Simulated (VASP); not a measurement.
Runs of VASP 6.6.1 on Ga. The structure is that of space group Cmce (No. 64), or close to it. The cells are those of the table. 

```csv
task,level,potentials or basis,cell,cutoff (eV),gap on the mesh (eV),pressure (GPa),largest force (eV/Å)
single point,PBEsol,"VASP PAW PBE potentials, release 64 (Ga_d)","a = 4.478, b = 4.478, c = 4.554 Å, angles 90.0, 90.0, 118.9°, 4 atoms",520,none,-2.5,0.12
single point,PBEsol,"VASP PAW PBE potentials, release 64 (Ga_d)","a = 4.357, b = 4.357, c = 4.432 Å, angles 90.0, 90.0, 118.9°, 4 atoms",520,none,2.3,0.12
single point,PBEsol,"VASP PAW PBE potentials, release 64 (Ga_d)","a = 4.448, b = 4.448, c = 4.524 Å, angles 90.0, 90.0, 118.9°, 4 atoms",520,none,-1.5,0.12
single point,LDA,"VASP PAW LDA potentials, release 64 (Ga_d)","a = 4.507, b = 4.507, c = 4.584 Å, angles 90.0, 90.0, 118.9°, 4 atoms",520,none,-5.2,0.13
single point,PBEsol,"VASP PAW PBE potentials, release 64 (Ga_d)","a = 4.507, b = 4.507, c = 4.584 Å, angles 90.0, 90.0, 118.9°, 4 atoms",520,none,-3.3,0.12
single point,LDA,"VASP PAW LDA potentials, release 64 (Ga_d)","a = 4.418, b = 4.418, c = 4.494 Å, angles 90.0, 90.0, 118.9°, 4 atoms",520,none,-2.5,0.14
single point,PBE,"VASP PAW PBE potentials, release 64 (Ga_d)","a = 4.507, b = 4.507, c = 4.584 Å, angles 90.0, 90.0, 118.9°, 4 atoms",520,none,-0.2,(a)
single point,PBE,"VASP PAW PBE potentials, release 64 (Ga_d)","a = 4.448, b = 4.448, c = 4.524 Å, angles 90.0, 90.0, 118.9°, 4 atoms",520,none,1.8,0.46
relaxation of cell and atoms,PBEsol,"VASP PAW PBE potentials, release 64 (Ga_d)","relaxed to 20 GPa from a = 4.448, b = 4.448, c = 4.524 Å, angles 90.0, 90.0, 118.9°, 4 atoms",600,none,20.0,0.01
single point,LDA,"VASP PAW LDA potentials, release 64 (Ga_d)","a = 4.536, b = 4.536, c = 4.613 Å, angles 90.0, 90.0, 118.9°, 4 atoms",520,none,(b),0.13
single point,PBEsol,"VASP PAW PBE potentials, release 64 (Ga_d)","a = 4.388, b = 4.388, c = 4.463 Å, angles 90.0, 90.0, 118.9°, 4 atoms",520,none,0.9,0.12
```

Alike in all rows: no spin polarisation; k mesh 7 × 7 × 6; smearing fermi-dirac 0.05 eV.

**Question.** Fill in the values left out.

**Answer.** (a) 0.10; (b) -5.8.

Caveats: the PAW data sets were made with another functional, which shifts forces and pressure a little (some runs); the cell is relaxed towards a set pressure, so the enthalpy falls and the energy may rise (some runs).

A k mesh can miss the band edges, and the runs leave out spin-orbit coupling on Ga.

A gap of «none» marks levels without a gap at the run's occupations.
